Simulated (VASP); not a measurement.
# Pb (P6_3/mmc) in VASP: notebook, part 2 of 2

VASP 6.6.1.

## 3. Electric field gradients, PBEsol (zz strain of -2 %)

File INCAR:

```
SYSTEM = Pb
ALGO = Normal
EDIFF = 1E-8
ENCUT = 520
GGA = PS
ISIF = 2
ISMEAR = -1
LASPH = .True.
LCHARG = .False.
LEFG = .True.
LREAL = .False.
LWAVE = .False.
NBANDS = 21
NELM = 80
PREC = Accurate
SIGMA = 0.05
```

File KPOINTS:

```
k-points
0
Gamma
  12 12 7
  0 0 0
```

File POSCAR:

```
Pb
1.0
    3.4800006906      0.0000000000      0.0000000000
   -1.7400003453      3.0137690032      0.0000000000
    0.0000000000      0.0000000000      5.4782000000
Pb
2
Direct
    0.3333333333      0.6666666667      0.2500000000
    0.6666666667      0.3333333333      0.7500000000
```

Potentials or basis: VASP PAW PBE potentials, release 64 (Pb_d).

Started as:

```console
cat potpaw_PBE.64/Pb_d/POTCAR > POTCAR
mpirun -np 1 vasp_std > vasp.out
```

OUTCAR:

```text
SYSTEM = Pb
   EDIFF = 1E-8
   ENCUT = 520
   GGA = PS
   ISIF = 2
   ISMEAR = -1
   LASPH = .True.
   LREAL = .False.
   NELM = 80
   PREC = Accurate

 ion  position               nearest neighbor table
   1  0.333  0.667  0.250-   2 3.40   2 3.40   2 3.40   2 3.40   2 3.40   2 3.40
   2  0.667  0.333  0.750-   1 3.40   1 3.40   1 3.40   1 3.40   1 3.40   1 3.40

  LATTYP: Found a hexagonal cell.
 ALAT       =     3.4800006906
 C/A-ratio  =     1.5741950899

  Lattice vectors:

 A1 = (   3.4800006906,   0.0000000000,   0.0000000000)
 A2 = (  -1.7400003453,   3.0137690032,   0.0000000000)
 A3 = (   0.0000000000,   0.0000000000,   5.4782000000)

Analysis of symmetry for initial positions (statically):
=====================================================================
 Subroutine PRICEL returns:
 Original cell was already a primitive cell.

 Routine SETGRP: Setting up the symmetry group for a
 hexagonal supercell.

 Subroutine GETGRP returns: Found 24 space group operations
 (whereof 12 operations were pure point group operations)
 out of a pool of 24 trial point group operations.

The static configuration has the point symmetry D_3d.
 The point group associated with its full space group is D_6h.

Analysis of symmetry for dynamics (positions and initial velocities):
=====================================================================
 Subroutine PRICEL returns:
 Original cell was already a primitive cell.

 Routine SETGRP: Setting up the symmetry group for a
 hexagonal supercell.

 Subroutine GETGRP returns: Found 24 space group operations
 (whereof 12 operations were pure point group operations)
 out of a pool of 24 trial point group operations.

The dynamic configuration has the point symmetry D_3d.
 The point group associated with its full space group is D_6h.

 Subroutine INISYM returns: Found 24 space group operations
 (whereof 12 operations are pure point group operations),
 and found     1 'primitive' translations

----------------------------------------------------------------------------------------

                                     Primitive cell

  volume of cell :      57.4549

  direct lattice vectors                    reciprocal lattice vectors
     3.480000691  0.000000000  0.000000000     0.287356265  0.165905217  0.000000000
    -1.740000345  3.013769003  0.000000000     0.000000000  0.331810434  0.000000000
     0.000000000  0.000000000  5.478200000     0.000000000  0.000000000  0.182541711

  length of vectors
     3.480000691  3.480000691  5.478200000     0.331810434  0.331810434  0.182541711

  position of ions in fractional coordinates (direct lattice)
     0.333333333  0.666666667  0.250000000
     0.666666667  0.333333333  0.750000000

  ion indices of the primitive-cell ions
   primitive index   ion index
                 1           1
                 2           2

----------------------------------------------------------------------------------------

 KPOINTS: k-points

[... 72 lines left out ...]
   NFREE  =      0    steps in history (QN), initial steepest desc. (CG)
   ISIF   =      2    stress and relaxation
   ISYM   =      2    0-nonsym 1-usesym 2-fastsym
   POTIM  = 0.5000    time-step for ionic-motion
   TEBEG  =    0.0;   TEEND  =   0.0 temperature during run
   PSTRESS=    0.0 pullay stress
   NELECT =      28.0000    total number of electrons
   NUPDOWN=      -1.0000    fix difference up-down
   EMIN   =  10.00;   EMAX   =-10.00  energy-range for DOS
   EFERMI =   0.00;   METHOD = LEGACY
   ISMEAR =    -1;   SIGMA  =   0.05  broadening in eV -4-tet -1-fermi 0-gaus
   EFERMI_NEDOS =   21; number of points for ismear=-14 and -15
   IALGO  =     38    algorithm
   IMIX   =      4    mixing-type and parameters
     AMIX     =   0.40;   BMIX     =  1.00
     AMIX_MAG =   1.60;   BMIX_MAG =  1.00
  volume/ion in A,a.u.               =      28.73       193.86
  Fermi-wavevector in a.u.,A,eV,Ry     =   1.288304  2.434542 22.581969  1.659728
  Thomas-Fermi vector in A             =   2.420266
   LORBIT       =      0    0 simple, 1 ext, 2 COOP (PROOUT), +10 PAW based schemes
   GGA     = PS    functional components
   LHFCALC =     F    Hartree Fock is set to
   AEXX    =    0.0000 exact exchange contribution
   IVDW    =     0    specifies the selected vdW correction
   LEPSILON=     F    determine dielectric tensor
   LRPA    =     F    only Hartree local field effects (RPA)
 non-spin polarized calculation
  energy-cutoff  :      520.00
  volume of cell :       57.45
 maximum number of plane-waves:      1572
 NGX is ok and might be reduce to    28
   NGX = 13   NGY = 13   NGZ = 21

 number of electron      27.9999997 magnetization

 Free energy of the ion-electron system (eV)
  ---------------------------------------------------
  ext. energy  EPLUGINS =         0.00000000
  ---------------------------------------------------
  free energy    TOTEN  =        -7.94848979 eV

  energy without entropy =       -7.94071556  energy(sigma->0) =       -7.94460267

 E-fermi :   7.7072     XC(G=0): -10.6056

 val. band max:        7.7023904607   @ k =   0.4167   0.1667   0.0000
 cond. band min:       7.7215202221   @ k =   0.4167   0.0833   0.1429
 fundamental gap:      0.0191297614
 Fermi energy:         7.7072451533

 k-point     1 :       0.0000    0.0000    0.0000
  band No.  band energies     occupation
      1      -9.3708      2.00000
      2      -9.3002      2.00000
      3      -9.2877      2.00000
      4      -9.2877      2.00000
      5      -9.2587      2.00000
      6      -9.2587      2.00000
[... 565 lines left out ...]
     20      15.9873      0.00000
     21      18.5674      0.00000

 [... further k-points ...]

------------------------ aborting loop because EDIFF is reached ----------------------------------------

  FORCE on cell =-STRESS in cart. coord.  units (eV):
  Direction    XX          YY          ZZ          XY          YZ          ZX
  --------------------------------------------------------------------------------------
  -------------------------------------------------------------------------------------
  Total        0.5626559      0.5626559      0.8161432      0.0000000      0.0000000     -0.0000000
  in kB       15.6901202     15.6901202     22.7588209      0.0000000      0.0000000     -0.0000000
  external PRESSURE =      18.0463538 kB  Pullay stress =       0.0000000 kB

 VOLUME and BASIS-vectors are now :
 -----------------------------------------------------------------------------
  energy-cutoff  :      520.00
  volume of cell :       57.45
      direct lattice vectors                 reciprocal lattice vectors
     3.480000691  0.000000000  0.000000000     0.287356265  0.165905217  0.000000000
    -1.740000345  3.013769003  0.000000000     0.000000000  0.331810434  0.000000000
     0.000000000  0.000000000  5.478200000     0.000000000  0.000000000  0.182541711

 POSITION                                       TOTAL-FORCE (eV/Angst)
 -----------------------------------------------------------------------------------
     -0.00000      2.00918      1.36955         0.000000     -0.000000      0.000000
      1.74000      1.00459      4.10865        -0.000000      0.000000      0.000000
 -----------------------------------------------------------------------------------
    total drift:                               -0.000000      0.000000     -0.000000

  FREE ENERGIE OF THE ION-ELECTRON SYSTEM (eV)
  ---------------------------------------------------
  free  energy   TOTEN  =        -7.9484897867 eV

  energy  without entropy=       -7.9407155610  energy(sigma->0) =       -7.94460267

 Electric field gradients (V/A^2)
---------------------------------------------------------------------
 ion       V_xx      V_yy      V_zz      V_xy      V_xz      V_yz
---------------------------------------------------------------------
   1       8.956     8.955   -17.911    -0.000     0.000    -0.000
   2       8.956     8.955   -17.911    -0.000    -0.000     0.000
---------------------------------------------------------------------

 Electric field gradients after diagonalization (V/A^2)
 (convention: |V_zz| > |V_xx| > |V_yy|)
----------------------------------------------------------------------
 ion       V_xx      V_yy      V_zz     asymmetry (V_yy - V_xx)/ V_zz
----------------------------------------------------------------------
   1       8.956     8.955   -17.911       0.000
   2       8.956     8.955   -17.911       0.000
----------------------------------------------------------------------

           NMR quadrupolar parameters

 Cq : quadrupolar parameter    Cq=e*Q*V_zz/h
 eta: asymmetry parameters     (V_yy - V_xx)/ V_zz
 Q  : nuclear electric quadrupole moment in mb (millibarn)
----------------------------------------------------------------------
 ion       Cq(MHz)       eta       Q (mb)
----------------------------------------------------------------------
   1      -0.043       0.000       1.000
   2      -0.043       0.000       1.000
----------------------------------------------------------------------
```

Wall time 31 s (1 thread of Intel Xeon 6975P-C (Granite Rapids), shared host); peak memory 0.21 GiB.

Results:

```
Free energy                             : -7.9485 eV
Pressure                                : 1.8 GPa
Band gap on the k mesh                  : zero (bands 14 and 15 overlap by 7.67 eV)
Largest electric field gradient by atom : Pb -17.9 V/Å²
```

Electric field gradients, principal values (V/Å²):
```tsv
atom	least	middle	greatest (by size)
1 Pb	8.955	8.956	-17.911
2 Pb	8.955	8.956	-17.911
```

Caveat: the cell differs from its parent crystal (zz strain of -2 %); without QUAD_EFG the Cq values of the log hold for a quadrupole moment of 1 mb, not for the nuclei; the PAW data sets were made with another functional, which shifts forces and pressure a little; spin-orbit coupling is left out, which moves the levels of the heavy elements.
